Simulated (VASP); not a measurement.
# Ba3ZnF (Pm-3m) in VASP: single point with PBE

Aim: the single point of Ba3ZnF with PBE.

Everything below comes from runs of VASP 6.6.1. Logs are shortened: lines on timing, memory, paths and dates and some standing lists are left out, and cuts for length are marked.

## 1. The cell of the first run

Symmetry: Pm-3m, No. 221, cubic system. The conventional cell has a = 4.953 Å, b = 4.953 Å, c = 4.953 Å, α = 90.00°, β = 90.00°, γ = 90.00°. Within 3.3 Å of Ba (site symmetry 4/mmm) lie 2 F at 2.48 Å. Within 4.6 Å of Zn (site symmetry m-3m) lie 12 Ba at 3.50 Å and 8 F at 4.29 Å. F (site symmetry m-3m) has 6 Ba at 2.48 Å within 3.3 Å.

The cell was generated, and may not be a known phase.

## 2. Single point, PBE

File INCAR:

```
SYSTEM = Ba3ZnF
PREC = Accurate
ENCUT = 1350
EDIFF = 1E-6
ISMEAR = 0
SIGMA = 0.1
LREAL = .False.
LASPH = .True.
NELM = 120
ALGO = Normal
ISIF = 2
LWAVE = .False.
LCHARG = .False.
GGA = PE
NBANDS = 32
GGA_COMPAT = .False.
```

File KPOINTS:

```
regular mesh
0
Gamma
  4 4 4
  0 0 0
```

File POSCAR:

```
Ba3ZnF
1.0
    4.9529792300      0.0000000000      0.0000000000
    0.0000000000      4.9529792300      0.0000000000
    0.0000000000      0.0000000000      4.9529792300
Ba Zn F
3 1 1
Direct
    0.0000000000      0.5000000000      0.5000000000
    0.5000000000      0.0000000000      0.5000000000
    0.5000000000      0.5000000000      0.0000000000
    0.0000000000      0.0000000000      0.0000000000
    0.5000000000      0.5000000000      0.5000000000
```

Potentials or basis: VASP PAW PBE potentials, release 64 (Ba_sv, Zn, F_h).

On the command line:

```sh
cat potpaw_PBE.64/Ba_sv/POTCAR potpaw_PBE.64/Zn/POTCAR potpaw_PBE.64/F_h/POTCAR > POTCAR
mpirun -np 1 vasp_std > vasp.out
```

OUTCAR:

```text
SYSTEM = Ba3ZnF
   PREC = Accurate
   ENCUT = 1350
   EDIFF = 1E-6
   ISMEAR = 0
   LREAL = .False.
   LASPH = .True.
   NELM = 120
   ISIF = 2
   GGA = PE

 ion  position               nearest neighbor table
   1  0.000  0.500  0.500-   5 2.48   5 2.48   4 3.50   2 3.50   3 3.50   4 3.50   2 3.50   4 3.50
                             4 3.50   2 3.50   3 3.50   3 3.50   3 3.50   2 3.50
   2  0.500  0.000  0.500-   5 2.48   5 2.48   4 3.50   1 3.50   3 3.50   4 3.50   1 3.50   3 3.50
                             3 3.50   3 3.50   1 3.50   4 3.50   4 3.50   1 3.50
   3  0.500  0.500  0.000-   5 2.48   5 2.48   4 3.50   1 3.50   1 3.50   2 3.50   2 3.50   2 3.50
                             4 3.50   2 3.50   1 3.50   4 3.50   1 3.50   4 3.50
   4  0.000  0.000  0.000-   1 3.50   2 3.50   3 3.50   1 3.50   2 3.50   1 3.50   3 3.50   1 3.50
                             2 3.50   3 3.50   2 3.50   3 3.50
   5  0.500  0.500  0.500-   1 2.48   2 2.48   3 2.48   3 2.48   2 2.48   1 2.48

  LATTYP: Found a simple cubic cell.
 ALAT       =     4.9529792300

  Lattice vectors:

 A1 = (   4.9529792300,   0.0000000000,   0.0000000000)
 A2 = (   0.0000000000,   4.9529792300,   0.0000000000)
 A3 = (   0.0000000000,   0.0000000000,   4.9529792300)

Analysis of symmetry for initial positions (statically):
=====================================================================
 Subroutine PRICEL returns:
 Original cell was already a primitive cell.

 Routine SETGRP: Setting up the symmetry group for a
 simple cubic supercell.

 Subroutine GETGRP returns: Found 48 space group operations
 (whereof 48 operations were pure point group operations)
 out of a pool of 48 trial point group operations.

The static configuration has the point symmetry O_h .

Analysis of symmetry for dynamics (positions and initial velocities):
=====================================================================
 Subroutine PRICEL returns:
 Original cell was already a primitive cell.

 Routine SETGRP: Setting up the symmetry group for a
 simple cubic supercell.

 Subroutine GETGRP returns: Found 48 space group operations
 (whereof 48 operations were pure point group operations)
 out of a pool of 48 trial point group operations.

The dynamic configuration has the point symmetry O_h .

 Subroutine INISYM returns: Found 48 space group operations
 (whereof 48 operations are pure point group operations),
 and found     1 'primitive' translations

----------------------------------------------------------------------------------------

                                     Primitive cell

  volume of cell :     121.5065

  direct lattice vectors                    reciprocal lattice vectors
     4.952979230  0.000000000  0.000000000     0.201898686  0.000000000  0.000000000
     0.000000000  4.952979230  0.000000000     0.000000000  0.201898686  0.000000000
     0.000000000  0.000000000  4.952979230     0.000000000  0.000000000  0.201898686

  length of vectors
     4.952979230  4.952979230  4.952979230     0.201898686  0.201898686  0.201898686

  position of ions in fractional coordinates (direct lattice)
     0.000000000  0.500000000  0.500000000
     0.500000000  0.000000000  0.500000000
     0.500000000  0.500000000  0.000000000
     0.000000000  0.000000000  0.000000000
     0.500000000  0.500000000  0.500000000

  ion indices of the primitive-cell ions
   primitive index   ion index
                 1           1
                 2           2
                 3           3
                 4           4
                 5           5

----------------------------------------------------------------------------------------

 KPOINTS: regular mesh

Automatic generation of k-mesh.
 Grid dimensions read from file:
 generate k-points for:    4    4    4

 Generating k-lattice:

  Cartesian coordinates                     Fractional coordinates (reciprocal lattice)
     0.050474672  0.000000000  0.000000000     0.250000000  0.000000000  0.000000000
     0.000000000  0.050474672  0.000000000     0.000000000  0.250000000  0.000000000
     0.000000000  0.000000000  0.050474672     0.000000000  0.000000000  0.250000000

  Length of vectors
     0.050474672  0.050474672  0.050474672

  Shift w.r.t. Gamma in fractional coordinates (k-lattice)
     0.000000000  0.000000000  0.000000000

 Subroutine IBZKPT returns following result:
 ===========================================

 Found     10 irreducible k-points:

 Following reciprocal coordinates:
            Coordinates               Weight
  0.000000  0.000000  0.000000      1.000000
  0.250000  0.000000  0.000000      6.000000
  0.500000  0.000000  0.000000      3.000000
  0.250000  0.250000  0.000000     12.000000
  0.500000  0.250000  0.000000     12.000000
  0.500000  0.500000  0.000000      3.000000
  0.250000  0.250000  0.250000      8.000000
  0.500000  0.250000  0.250000     12.000000
  0.500000  0.500000  0.250000      6.000000
  0.500000  0.500000  0.500000      1.000000
   k-points           NKPTS =     10   k-points in BZ     NKDIM =     10   number of bands    NBANDS=     32
   number of dos      NEDOS =    301   number of ions     NIONS =      5
   total plane-waves  NPLWV = 216000
   dimension x,y,z NGX =    60 NGY =   60 NGZ =   60
   dimension x,y,z NGXF=   120 NGYF=  120 NGZF=  120
   ions per type =               3   1   1
   NGX,Y,Z   is equivalent  to a cutoff of  20.14, 20.14, 20.14 a.u.
   NGXF,Y,Z  is equivalent  to a cutoff of  40.28, 40.28, 40.28 a.u.
 SYSTEM =  Ba3ZnF
   PREC   = accura    normal or accurate (medium, high low for compatibility)
   ISTART =      0    job   : 0-new  1-cont  2-samecut
   ICHARG =      2    charge: 1-file 2-atom 10-const
   ISPIN  =      1    spin polarized calculation?
   LNONCOLLINEAR =      F non collinear calculations
   LSORBIT =      F    spin-orbit coupling
   LASPH  =      T    aspherical Exc in radial PAW
   ENCUT  = 1350.0 eV  99.22 Ry    9.96 a.u.  14.84 14.84 14.84*2*pi/ulx,y,z
   NELM   =    120;   NELMIN=  2; NELMDL= -5     # of ELM steps
   EDIFF  = 0.1E-05   stopping-criterion for ELM
   LREAL  =      F    real-space projection
   EDIFFG = 0.1E-04   stopping-criterion for IOM
   NSW    =      0    number of steps for IOM
   IBRION =     -1    ionic relax: 0-MD 1-quasi-New 2-CG
   NFREE  =      0    steps in history (QN), initial steepest desc. (CG)
   ISIF   =      2    stress and relaxation
   ISYM   =      2    0-nonsym 1-usesym 2-fastsym
   POTIM  = 0.5000    time-step for ionic-motion
   TEBEG  =    0.0;   TEEND  =   0.0 temperature during run
   PSTRESS=    0.0 pullay stress
   NELECT =      49.0000    total number of electrons
   NUPDOWN=      -1.0000    fix difference up-down
   EMIN   =  10.00;   EMAX   =-10.00  energy-range for DOS
   EFERMI =   0.00;   METHOD = LEGACY
   ISMEAR =     0;   SIGMA  =   0.10  broadening in eV -4-tet -1-fermi 0-gaus
   EFERMI_NEDOS =   21; number of points for ismear=-14 and -15
   IALGO  =     38    algorithm
   IMIX   =      4    mixing-type and parameters
     AMIX     =   0.40;   BMIX     =  1.00
     AMIX_MAG =   1.60;   BMIX_MAG =  1.00
  volume/ion in A,a.u.               =      24.30       163.99
  Fermi-wavevector in a.u.,A,eV,Ry     =   1.209503  2.285630 19.903935  1.462898
  Thomas-Fermi vector in A             =   2.345079
   LORBIT       =      0    0 simple, 1 ext, 2 COOP (PROOUT), +10 PAW based schemes
   GGA     = PE    functional components
   LHFCALC =     F    Hartree Fock is set to
   AEXX    =    0.0000 exact exchange contribution
   IVDW    =     0    specifies the selected vdW correction
   LEPSILON=     F    determine dielectric tensor
   LRPA    =     F    only Hartree local field effects (RPA)
 non-spin polarized calculation
 Gauss-broadening in eV      SIGMA  =   0.10
  energy-cutoff  :     1350.00
  volume of cell :      121.51
 maximum number of plane-waves:     13707
 NGX is ok and might be reduce to    60
   NGX = 29   NGY = 29   NGZ = 29

 number of electron      48.9999998 magnetization

 Free energy of the ion-electron system (eV)
  ---------------------------------------------------
  ext. energy  EPLUGINS =         0.00000000
  ---------------------------------------------------
  free energy    TOTEN  =       -11.52482501 eV

  energy without entropy =      -11.49539229  energy(sigma->0) =      -11.51010865

 E-fermi :   4.5802     XC(G=0): -10.0800

 val. band max:        4.4053505285   @ k =   0.5000   0.2500   0.0000
 cond. band min:       4.6035135327   @ k =   0.5000   0.5000   0.2500
 fundamental gap:      0.1981630042
 Fermi energy:         4.5801860637

 k-point     1 :       0.0000    0.0000    0.0000
  band No.  band energies     occupation
      1     -24.9155      2.00000
      2     -23.5457      2.00000
      3     -23.5457      2.00000
      4     -22.1608      2.00000
      5     -10.9920      2.00000
      6     -10.9920      2.00000
[... 24 lines left out ...]
     31       7.1660      0.00000
     32       8.6736      0.00000

 k-point     2 :       0.2500    0.0000    0.0000
  band No.  band energies     occupation
      1     -24.7899      2.00000
      2     -23.6509      2.00000
      3     -23.5435      2.00000
      4     -22.2615      2.00000
      5     -10.8707      2.00000
      6     -10.8707      2.00000
[... 24 lines left out ...]
     31       7.6776      0.00000
     32       7.8014      0.00000

 k-point     3 :       0.5000    0.0000    0.0000
  band No.  band energies     occupation
      1     -24.6221      2.00000
      2     -23.8053      2.00000
      3     -23.5414      2.00000
      4     -22.3521      2.00000
      5     -10.7225      2.00000
      6     -10.7225      2.00000
[... 24 lines left out ...]
     31       7.5910      0.00000
     32       8.2272      0.00000

 k-point     4 :       0.2500    0.2500    0.0000
  band No.  band energies     occupation
      1     -24.6586      2.00000
      2     -23.6752      2.00000
      3     -23.6078      2.00000
      4     -22.3810      2.00000
      5     -10.7423      2.00000
      6     -10.4855      2.00000
[... 24 lines left out ...]
     31       8.4417      0.00000
     32       9.2826      0.00000

 k-point     5 :       0.5000    0.2500    0.0000
  band No.  band energies     occupation
      1     -24.4764      2.00000
      2     -23.8018      2.00000
      3     -23.6271      2.00000
      4     -22.4909      2.00000
      5     -10.5817      2.00000
      6     -10.2022      2.00000
[... 24 lines left out ...]
     31       8.0347      0.00000
     32       8.6097      0.00000

 k-point     6 :       0.5000    0.5000    0.0000
  band No.  band energies     occupation
      1     -24.2507      2.00000
      2     -23.7983      2.00000
      3     -23.7983      2.00000
      4     -22.6215      2.00000
      5     -10.3975      2.00000
      6     -10.1327      2.00000
[... 24 lines left out ...]
     31       8.2872      0.00000
     32       8.3820      0.00000

 k-point     7 :       0.2500    0.2500    0.2500
  band No.  band energies     occupation
      1     -24.5224      2.00000
      2     -23.6724      2.00000
      3     -23.6724      2.00000
      4     -22.5307      2.00000
      5     -10.5645      2.00000
      6     -10.0290      2.00000
[... 24 lines left out ...]
     31       8.5179      0.00000
     32       8.9603      0.00000

 k-point     8 :       0.5000    0.2500    0.2500
  band No.  band energies     occupation
      1     -24.3261      2.00000
      2     -23.7984      2.00000
      3     -23.6696      2.00000
      4     -22.6762      2.00000
      5     -10.3619      2.00000
      6      -9.9119      2.00000
[... 24 lines left out ...]
     31       8.4264      0.00000
     32       8.9744      0.00000

 k-point     9 :       0.5000    0.5000    0.2500
  band No.  band energies     occupation
      1     -24.0801      2.00000
      2     -23.7949      2.00000
      3     -23.7949      2.00000
      4     -22.8714      2.00000
      5     -10.1342      2.00000
      6     -10.1115      2.00000
[... 24 lines left out ...]
     31       7.1690      0.00000
     32       8.9877      0.00000

 k-point    10 :       0.5000    0.5000    0.5000
  band No.  band energies     occupation
      1     -23.7916      2.00000
      2     -23.7916      2.00000
      3     -23.7916      2.00000
      4     -23.2366      2.00000
      5     -10.0899      2.00000
      6     -10.0899      2.00000
[... 24 lines left out ...]
     31       6.6219      0.00000
     32       9.4062      0.00000

------------------------ aborting loop because EDIFF is reached ----------------------------------------

  FORCE on cell =-STRESS in cart. coord.  units (eV):
  Direction    XX          YY          ZZ          XY          YZ          ZX
  --------------------------------------------------------------------------------------
  -------------------------------------------------------------------------------------
  Total       13.8325531     13.8325531     13.8325531      0.0000000     -0.0000000     -0.0000000
  in kB      182.3952011    182.3952011    182.3952011      0.0000000     -0.0000000     -0.0000000
  external PRESSURE =     182.3952011 kB  Pullay stress =       0.0000000 kB

 VOLUME and BASIS-vectors are now :
 -----------------------------------------------------------------------------
  energy-cutoff  :     1350.00
  volume of cell :      121.51
      direct lattice vectors                 reciprocal lattice vectors
     4.952979230  0.000000000  0.000000000     0.201898686  0.000000000  0.000000000
     0.000000000  4.952979230  0.000000000     0.000000000  0.201898686  0.000000000
     0.000000000  0.000000000  4.952979230     0.000000000  0.000000000  0.201898686

 POSITION                                       TOTAL-FORCE (eV/Angst)
 -----------------------------------------------------------------------------------
      0.00000      2.47649      2.47649         0.000000      0.000000      0.000000
      2.47649      0.00000      2.47649         0.000000      0.000000      0.000000
      2.47649      2.47649      0.00000         0.000000      0.000000      0.000000
      0.00000      0.00000      0.00000         0.000000      0.000000      0.000000
      2.47649      2.47649      2.47649         0.000000      0.000000      0.000000
 -----------------------------------------------------------------------------------
    total drift:                                0.000000      0.000000      0.000000

  FREE ENERGIE OF THE ION-ELECTRON SYSTEM (eV)
  ---------------------------------------------------
  free  energy   TOTEN  =       -11.5248250078 eV

  energy  without entropy=      -11.4953922909  energy(sigma->0) =      -11.51010865
```

Run time: 99 s. Hardware: 1 thread of Intel Xeon 6975P-C (Granite Rapids), shared host; peak memory 0.56 GiB.

Results:

| Quantity | Value |
| --- | --- |
| Free energy | -11.5248 eV |
| Pressure | 18.2 GPa |
| Band gap on the k mesh | zero (an odd number of electrons rules out a gap without spin polarisation) |

Caveat: the cell stands under pressure; spin-orbit coupling is left out, which moves the levels of the heavy elements.

The gap in the log of VASP goes by the Fermi energy; the results here count the filled bands.